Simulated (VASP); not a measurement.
Wanted: the native input for a VASP 6.6.1 run.

```yaml
Task: single point
Functional: r2SCAN
Potentials_or_basis: VASP PAW PBE potentials, release 64 (Ga_d)
Cutoff: 520 eV
k_mesh: 11 × 11 × 11
Occupations: fermi-dirac, width 0.1 eV
Spin: no spin polarisation
Dipole_correction: no
Further_INCAR_settings: ALGO = Normal; EDIFF = 1e-07; NBANDS = 20
```

The system is Ga.

```xyz
2
Lattice="0.0000 2.8885 2.8885 2.8885 0.0000 2.8885 2.8885 2.8885 0.0000" Properties=species:S:1:pos:R:3 pbc="T T T"
Ga    0.7221    0.7221    0.7221
Ga    5.0549    5.0549    5.0549
```

This isn't the form of Ga at room conditions, which is orthorhombic.

The input as run:

POSCAR

```
Ga
1.0
    0.0000000000      2.8885239788      2.8885239788
    2.8885239788      0.0000000000      2.8885239788
    2.8885239788      2.8885239788      0.0000000000
Ga
2
Direct
    0.1250000000      0.1250000000      0.1250000000
    0.8750000000      0.8750000000      0.8750000000
```

INCAR.step1

```
  ALGO = Normal
  EDIFF = 1E-4
  ENCUT = 520
  GGA = PE
  ISMEAR = -1
  LASPH = True
  LCHARG = False
  LREAL = False
  LWAVE = True
  NBANDS = 20
  NELM = 80
  PREC = Accurate
  SIGMA = 0.1
```

INCAR.step2

```
  ALGO = Normal
  EDIFF = 1E-7
  ENCUT = 520
  ISIF = 2
  ISMEAR = -1
  ISTART = 1
  LASPH = True
  LCHARG = False
  LMIXTAU = True
  LREAL = False
  LWAVE = False
  METAGGA = R2SCAN
  NBANDS = 20
  NELM = 80
  PREC = Accurate
  SIGMA = 0.1
```

KPOINTS

```
k-points
0
Gamma
  11 11 11
```

Potentials or basis: VASP PAW PBE potentials, release 64 (Ga_d).

The run is started by

```bash
$ cat potpaw_PBE.64/Ga_d/POTCAR > POTCAR
$ cp INCAR.step1 INCAR
$ mpirun -np 1 vasp_std > vasp.out
$ cp INCAR.step2 INCAR
$ mpirun -np 1 vasp_std > vasp.out
```

It gave:

```yaml
Pressure: 0.0 GPa
Band_gap_on_the_k_mesh: zero (bands 13 and 14 overlap by 4.18 eV)
```

Caveat: the PAW data sets were made with another functional, which shifts forces and pressure a little.

It took 110 s on 1 thread of AMD EPYC 9R45 96-Core Processor (Zen 5), with other jobs on the host, peak memory 0.16 GiB.
